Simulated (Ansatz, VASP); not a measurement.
## C: VASP beside Ansatz

```xyz
8
Lattice="-2.4104 2.4526 2.4526 2.4104 -2.3682 2.3682 2.4104 2.3682 -2.3682" Properties=species:S:1:pos:R:3 pbc="T T T"
C    -0.7845    0.7982    0.7982
C     1.6259    1.6543    1.6543
C     0.7845   -0.7708    0.7708
C     0.7845    0.7708   -0.7708
C     1.6259   -1.5974    1.5974
C     0.7845    0.7982    0.7982
C    -1.6259    1.6543    1.6543
C     1.6259    1.5974   -1.5974
```

Change from the starting cell: strain +0.0350 x Voigt [0, 0, 0, 1, 0, 0], atoms carried along.

Alike in both runs: task single point; functional LDA; k mesh 8 × 8 × 8; occupations gaussian, width 0.05 eV; no spin polarisation.

```csv
,VASP,Ansatz
version,VASP 6.6.1,Ansatz 0.2.0
potentials or method,"VASP PAW LDA potentials, release 64 (C_h), cutoff 910 eV","scalar-relativistic, plane waves, PAW"
valence electrons in the cell,32,32
```

Ansatz gave:

| Property | Result |
| --- | --- |
| gap on the k mesh at the Fermi level (eV) | 2.75 |
| least direct gap on the mesh (eV) | 3.64 |
| rms of the force components (eV/Å) | 0.053 |

Q: Estimate VASP's values.

A: gap on the k mesh at the Fermi level (eV): 2.75; least direct gap on the mesh (eV): 3.62; rms of the force components (eV/Å): 0.055.

LDA's correlation is that of Perdew and Zunger in VASP and of Perdew and Wang (1992) in Ansatz. Atom by atom the forces differ by 0.022 eV/Å (rms over components).

Noted on VASP's run: the cutoff is short for stress, so the pressure is rough.
